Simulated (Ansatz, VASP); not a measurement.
NaCl: VASP beside Ansatz

```
CELL_PARAMETERS angstrom
0.00000 2.80273 2.80273
2.80273 0.00000 2.80273
2.80273 2.80273 0.00000
ATOMIC_POSITIONS crystal
Na 0.00000 0.00000 0.00000
Cl 0.50000 0.50000 0.50000
```

Alike in both runs: task single point; functional r2SCAN; dispersion D3(BJ); k mesh 6 × 6 × 6; no spin polarisation.

|  | VASP | Ansatz |
| --- | --- | --- |
| version | VASP 6.6.1 | Ansatz 0.2.0 |
| potentials or method | VASP PAW PBE potentials, release 64 (Na_pv, Cl) | plane waves |
| plane-wave cutoff (eV) | 550 | 500 |
| occupations | gaussian, width 0.01 eV | fixed |
| valence electrons in the cell | 14 | 16 |

Ansatz gave:

```
gap on the k mesh at the Fermi level (eV) : 5.98
pressure (GPa)                            : -0.7
```

Q: Which values does VASP return?

A: gap on the k mesh at the Fermi level (eV): 6.00; pressure (GPa): -0.9.

VASP's potentials were made for PBE, not for r2SCAN. VASP's potentials hold 14 valence electrons a cell and Ansatz's 16, so a difference there can come from the potentials and not from the codes. Ansatz's warnings: dispersion damping borrowed.
